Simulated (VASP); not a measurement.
The system is Ti.

```
CELL_PARAMETERS angstrom
4.60000 0.00000 0.00000
-2.30000 3.98372 0.00000
0.00000 0.00000 2.82000
ATOMIC_POSITIONS crystal
Ti 0.00000 0.00000 0.00000
Ti 0.33333 0.66667 0.50000
Ti 0.66667 0.33333 0.50000
```

Base run:

```yaml
Program: VASP 6.6.1
Functional: LDA
Potentials_or_basis: VASP PAW LDA potentials, release 64 (Ti_sv)
Cutoff: 520 eV
k_mesh: 8 × 8 × 11
Occupations: gaussian, width 0.5 eV
Spin: no spin polarisation
```

Its results: band gap on the k mesh zero (band 18 reaches 8.23 eV, above the bottom of band 19 at 7.96 eV); pressure -8.4 GPa.

Question: The run is repeated on the same cell with these changes: occupations from gaussian, width 0.5 eV to gaussian, width 0.1 eV. What comes out?

Answer: Band gap on the k mesh zero (band 18 reaches 8.23 eV, above the bottom of band 19 at 7.95 eV); pressure -9.2 GPa.
